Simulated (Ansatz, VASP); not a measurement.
Two plane-wave programs on Ru

File INCAR:

```
SYSTEM = Ru
PREC = Accurate
ENCUT = 600
EDIFF = 1E-7
ISMEAR = 0
SIGMA = 0.1
LREAL = .FALSE.
LASPH = .TRUE.
NELM = 100
ALGO = Fast
ISIF = 3
LWAVE = .FALSE.
LCHARG = .FALSE.
GGA = PE
IBRION = 2
NSW = 90
EDIFFG = -0.04
```

File KPOINTS:

```
regular mesh
0
G
  6 6 6
  0 0 0
```

POSCAR

```
Ru
1.0
    1.6398700866      0.9467794359      3.0409424665
   -1.6398700866      0.9467794359      3.0409424665
    0.0000000000     -1.8935588719      3.0409424665
Ru
2
Direct
    0.2275400000      0.2275400000      0.2275400000
    0.7724600000      0.7724600000      0.7724600000
```

Input for Ansatz:

```yaml
crystal:
  lattice:
    - [1.6398700866, 0.9467794359, 3.0409424665]
    - [-1.6398700866, 0.9467794359, 3.0409424665]
    - [0.0, -1.8935588719, 3.0409424665]
  atoms:
    - { symbol: Ru, position: [0.22754, 0.22754, 0.22754] }
    - { symbol: Ru, position: [0.77246, 0.77246, 0.77246] }
basis:
  ecutwfc: 420
kpoints:
  mp_grid: { grid: [6, 6, 6] }
hamiltonian:
  xc: pbe
scf:
  occupations: { method: gaussian, width: 0.1 }
  lower_state_search: "off"
output:
  forces: true
  stress: true
  eigenvalues: true
relax:
  adjacent_minimum: "off"
  f_tol: 0.04
  max_steps: 70
  cell: { stress_tol: 0.4 }
```

Alike in both runs: task relaxation of cell and atoms; functional PBE; k mesh 6 × 6 × 6; occupations gaussian, width 0.1 eV; no spin polarisation.

```csv
,VASP,Ansatz
version,VASP 6.6.1,Ansatz 0.2.0
potentials or method,"VASP PAW PBE potentials, release 64 (Ru_pv), cutoff 600 eV","scalar-relativistic, plane waves, PAW"
valence electrons in the cell,28,32
```

```tsv
	VASP	Ansatz	Ansatz less VASP
gap on the k mesh at the Fermi level, each at its own relaxed structure (eV)	none	none	-
relaxed volume (Å³/atom)	15.92	14.20	-1.716
relaxed length of the cell vector where the two differ most in proportion (Å)	3.440	3.051	-0.3889
```

A gap of «none» marks a metal or a gap that the smearing closes. VASP's potentials hold 28 valence electrons a cell and Ansatz's 32, so a difference there can come from the potentials and not from the codes.

The k mesh is coarse, so the values compare programs but aren't converged.
